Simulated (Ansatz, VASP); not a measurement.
# Two plane-wave programs on Ag

```
CELL_PARAMETERS angstrom
2.86592 0.00000 0.00000
-1.43296 2.48196 0.00000
0.00000 0.00000 4.69507
ATOMIC_POSITIONS crystal
Ag 0.33333 0.66667 0.25000
Ag 0.66667 0.33333 0.75000
```

Alike in both runs: functional PBEsol; k mesh 18 × 18 × 10; occupations fermi-dirac, width 0.1 eV; no spin polarisation.

Ansatz relaxed the structure, and its values are those at the end. VASP's run is a single point on that final structure, the one shown.

```csv
,VASP,Ansatz
version,VASP 6.6.1,Ansatz 0.2.0
potentials or method,"VASP PAW PBE potentials, release 64 (Ag)","PAW with Ansatz's default frozen-core files, scalar-relativistic"
plane-wave cutoff (eV),520,420
valence electrons in the cell,22,38
```

|  | VASP | Ansatz | Ansatz less VASP |
| --- | --- | --- | --- |
| pressure (GPa) | -0.2 | 0.0 | +0.22 |

VASP's potentials were made for PBE, not for PBEsol. VASP's potentials hold 22 valence electrons a cell and Ansatz's 38, so a difference there can come from the potentials and not from the codes.
